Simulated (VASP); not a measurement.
# CaO (Fm-3m) in VASP: notebook

Runs on CaO. Level: PBEsol. Tasks: single point.

Program: VASP 6.6.1. These are calculated values, not measurements. Logs are shortened: lines on timing, memory, paths and dates and some standing lists are left out, and cuts for length are marked.

## Step 1: The cell of the first run

It takes space group Fm-3m (No. 225, cubic). The conventional cell has a = 4.495 Å, b = 4.495 Å, c = 4.495 Å, α = 90.00°, β = 90.00°, γ = 90.00°. Ca (site symmetry m-3m) has 6 O at 2.25 Å within 3.0 Å. O (site symmetry m-3m) has 6 Ca at 2.25 Å within 3.0 Å.

## Step 2: Single point, PBEsol

File INCAR:

```
SYSTEM = CaO
  ALGO = Normal
  EDIFF = 1E-7
  ENCUT = 520
  GGA = PS
  ISIF = 2
  ISMEAR = -1
  LASPH = .True.
  LCHARG = .True.
  LELF = .True.
  LREAL = .False.
  LVHAR = .True.
  LWAVE = .False.
  NBANDS = 15
  NELM = 60
  PREC = Accurate
  SIGMA = 0.05
```

File KPOINTS:

```
k-points
0
Gamma
  10 10 10
  0 0 0
```

File POSCAR:

```
CaO
1.0
    0.0000000000      2.2475348998      2.2475348998
    2.2475348998      0.0000000000      2.2475348998
    2.2475348998      2.2475348998      0.0000000000
Ca O
1 1
Direct
    0.0000000000      0.0000000000      0.0000000000
    0.5000000000      0.5000000000      0.5000000000
```

Potentials or basis: VASP PAW PBE potentials, release 64 (Ca_sv, O).

Launch:

```sh
> cat potpaw_PBE.64/Ca_sv/POTCAR potpaw_PBE.64/O/POTCAR > POTCAR
> mpirun -np 1 vasp_std > vasp.out
```

OUTCAR:

```text
SYSTEM = CaO
   EDIFF = 1E-7
   ENCUT = 520
   GGA = PS
   ISIF = 2
   ISMEAR = -1
   LASPH = .True.
   LREAL = .False.
   NELM = 60
   PREC = Accurate

 ion  position               nearest neighbor table
   1  0.000  0.000  0.000-   2 2.25   2 2.25   2 2.25   2 2.25   2 2.25   2 2.25
   2  0.500  0.500  0.500-   1 2.25   1 2.25   1 2.25   1 2.25   1 2.25   1 2.25

  LATTYP: Found a face centered cubic cell.
 ALAT       =     4.4950697996

  Lattice vectors:

 A1 = (   0.0000000000,   2.2475348998,   2.2475348998)
 A2 = (   2.2475348998,   0.0000000000,   2.2475348998)
 A3 = (   2.2475348998,   2.2475348998,   0.0000000000)

Analysis of symmetry for initial positions (statically):
=====================================================================
 Subroutine PRICEL returns:
 Original cell was already a primitive cell.

 Routine SETGRP: Setting up the symmetry group for a
 face centered cubic supercell.

 Subroutine GETGRP returns: Found 48 space group operations
 (whereof 48 operations were pure point group operations)
 out of a pool of 48 trial point group operations.

The static configuration has the point symmetry O_h .

Analysis of symmetry for dynamics (positions and initial velocities):
=====================================================================
 Subroutine PRICEL returns:
 Original cell was already a primitive cell.

 Routine SETGRP: Setting up the symmetry group for a
 face centered cubic supercell.

 Subroutine GETGRP returns: Found 48 space group operations
 (whereof 48 operations were pure point group operations)
 out of a pool of 48 trial point group operations.

The dynamic configuration has the point symmetry O_h .

 Subroutine INISYM returns: Found 48 space group operations
 (whereof 48 operations are pure point group operations),
 and found     1 'primitive' translations

----------------------------------------------------------------------------------------

                                     Primitive cell

  volume of cell :      22.7065

  direct lattice vectors                    reciprocal lattice vectors
     0.000000000  2.247534900  2.247534900    -0.222465956  0.222465956  0.222465956
     2.247534900  0.000000000  2.247534900     0.222465956 -0.222465956  0.222465956
     2.247534900  2.247534900  0.000000000     0.222465956  0.222465956 -0.222465956

  length of vectors
     3.178494337  3.178494337  3.178494337     0.385322339  0.385322339  0.385322339

[... 89 lines left out ...]
   TEBEG  =    0.0;   TEEND  =   0.0 temperature during run
   PSTRESS=    0.0 pullay stress
   NELECT =      16.0000    total number of electrons
   NUPDOWN=      -1.0000    fix difference up-down
   EMIN   =  10.00;   EMAX   =-10.00  energy-range for DOS
   EFERMI =   0.00;   METHOD = LEGACY
   ISMEAR =    -1;   SIGMA  =   0.05  broadening in eV -4-tet -1-fermi 0-gaus
   EFERMI_NEDOS =   21; number of points for ismear=-14 and -15
   IALGO  =     38    algorithm
   IMIX   =      4    mixing-type and parameters
     AMIX     =   0.40;   BMIX     =  1.00
     AMIX_MAG =   1.60;   BMIX_MAG =  1.00
  volume/ion in A,a.u.               =      11.35        76.62
  Fermi-wavevector in a.u.,A,eV,Ry     =   1.456795  2.752943 28.874979  2.122251
  Thomas-Fermi vector in A             =   2.573671
   LORBIT       =      0    0 simple, 1 ext, 2 COOP (PROOUT), +10 PAW based schemes
   GGA     = PS    functional components
   LHFCALC =     F    Hartree Fock is set to
   AEXX    =    0.0000 exact exchange contribution
   IVDW    =     0    specifies the selected vdW correction
   LEPSILON=     F    determine dielectric tensor
   LRPA    =     F    only Hartree local field effects (RPA)
 non-spin polarized calculation
  energy-cutoff  :      520.00
  volume of cell :       22.71
 maximum number of plane-waves:       622
   NGX = 11   NGY = 11   NGZ = 11

 number of electron      16.0000002 magnetization

 Free energy of the ion-electron system (eV)
  ---------------------------------------------------
  ext. energy  EPLUGINS =         0.00000000
  ---------------------------------------------------
  free energy    TOTEN  =       -13.02860331 eV

  energy without entropy =      -13.02860331  energy(sigma->0) =      -13.02860331

 E-fermi :   4.4398     XC(G=0): -11.7752

 val. band max:        3.4776219366   @ k =   0.0000   0.0000   0.0000
 cond. band min:       6.8085374713   @ k =   0.5000   0.5000   0.0000
 fundamental gap:      3.3309155348
 Fermi energy:         4.4398228142

 k-point     1 :       0.0000    0.0000    0.0000
  band No.  band energies     occupation
      1     -33.2096      2.00000
      2     -13.8194      2.00000
      3     -13.8194      2.00000
      4     -13.8194      2.00000
      5     -12.3596      2.00000
      6       3.4776      2.00000
      7       3.4776      2.00000
      8       3.4776      2.00000
      9       9.8556      0.00000
     10      10.0703      0.00000
     11      10.0703      0.00000
     12      10.0703      0.00000
     13      12.0010      0.00000
     14      12.0010      0.00000
[... 401 lines left out ...]
      2     -15.2550      2.00000
      3     -14.2231      2.00000
      4     -14.1607      2.00000
      5     -11.4223      2.00000
      6       1.6544      2.00000
      7       2.8893      2.00000
      8       3.0056      2.00000
      9       7.6582      0.00000
     10      12.7109      0.00000
     11      13.4175      0.00000
     12      13.6417      0.00000
     13      13.7465      0.00000
     14      16.2179      0.00000
     15      21.8550      0.00000

 [... further k-points ...]

------------------------ aborting loop because EDIFF is reached ----------------------------------------

  FORCE on cell =-STRESS in cart. coord.  units (eV):
  Direction    XX          YY          ZZ          XY          YZ          ZX
  --------------------------------------------------------------------------------------
  -------------------------------------------------------------------------------------
  Total        4.4501152      4.4501152      4.4501152     -0.0000000     -0.0000000      0.0000000
  in kB      314.0020695    314.0020695    314.0020695     -0.0000000     -0.0000000      0.0000000
  external PRESSURE =     314.0020695 kB  Pullay stress =       0.0000000 kB

 VOLUME and BASIS-vectors are now :
 -----------------------------------------------------------------------------
  energy-cutoff  :      520.00
  volume of cell :       22.71
      direct lattice vectors                 reciprocal lattice vectors
     0.000000000  2.247534900  2.247534900    -0.222465956  0.222465956  0.222465956
     2.247534900  0.000000000  2.247534900     0.222465956 -0.222465956  0.222465956
     2.247534900  2.247534900  0.000000000     0.222465956  0.222465956 -0.222465956

 POSITION                                       TOTAL-FORCE (eV/Angst)
 -----------------------------------------------------------------------------------
      0.00000      0.00000      0.00000        -0.000000     -0.000000     -0.000000
      2.24753      2.24753      2.24753         0.000000      0.000000      0.000000
 -----------------------------------------------------------------------------------
    total drift:                                0.000000     -0.000000     -0.000000

  FREE ENERGIE OF THE ION-ELECTRON SYSTEM (eV)
  ---------------------------------------------------
  free  energy   TOTEN  =       -13.0286033055 eV

  energy  without entropy=      -13.0286033055  energy(sigma->0) =      -13.02860331
```

OSZICAR:

```text
N       E                     dE             d eps       ncg     rms          rms(c)
DAV:   1     0.120197344126E+03    0.12020E+03   -0.85334E+03  1418   0.113E+03
DAV:   2    -0.991565380226E+01   -0.13011E+03   -0.12198E+03  1732   0.298E+02
DAV:   3    -0.145159984365E+02   -0.46003E+01   -0.45755E+01  1572   0.577E+01
DAV:   4    -0.146495651296E+02   -0.13357E+00   -0.13345E+00  2041   0.858E+00
DAV:   5    -0.146515410107E+02   -0.19759E-02   -0.19759E-02  1551   0.973E-01    0.828E+00
DAV:   6    -0.131044202410E+02    0.15471E+01   -0.39410E+00  1628   0.217E+01    0.313E+00
DAV:   7    -0.130466459325E+02    0.57774E-01   -0.31543E-01  1726   0.635E+00    0.171E+00
DAV:   8    -0.130299308850E+02    0.16715E-01   -0.63991E-02  1873   0.265E+00    0.392E-01
DAV:   9    -0.130283229543E+02    0.16079E-02   -0.47817E-03  1585   0.667E-01    0.975E-02
DAV:  10    -0.130286259852E+02   -0.30303E-03   -0.44545E-04  1641   0.249E-01    0.364E-02
DAV:  11    -0.130286027028E+02    0.23282E-04   -0.39563E-05  1776   0.887E-02    0.541E-03
DAV:  12    -0.130286032516E+02   -0.54879E-06   -0.52558E-06  1641   0.219E-02    0.322E-03
DAV:  13    -0.130286033055E+02   -0.53927E-07   -0.37328E-07  1984   0.623E-03
   1 F= -.13028603E+02 E0= -.13028603E+02  d E =-.500506E-10
```

stdout:

```text
POSCAR found type information on POSCAR CaO
 POSCAR found :  2 types and       2 ions
 scaLAPACK will be used
 -----------------------------------------------------------------------------
|                                                                             |
|                                                                             |
|     You enforced a specific xc type in the INCAR file but a different       |
|     I HOPE YOU KNOW WHAT YOU ARE DOING!                                     |
|                                                                             |
 -----------------------------------------------------------------------------

 LDA part: xc-table for (Slater+PW92), standard interpolation
 POSCAR, INCAR and KPOINTS ok, starting setup
 FFT: planning ... GRIDC
 FFT: planning ... GRID_SOFT
 FFT: planning ... GRID
 WAVECAR not read
 entering main loop
```

It took 14 s on 1 thread of AMD EPYC 9R14 (Zen 4), shared host; peak memory 0.12 GiB.

What came out:

- Free energy: -13.0286 eV
- Pressure: 31.4 GPa
- Band gap on the k mesh: 3.33 eV, indirect (least direct gap 3.62 eV)

Caveat: the PAW data sets were made with another functional, which shifts forces and pressure a little. A k mesh can miss the band edges.

[end of part 1 of 3]
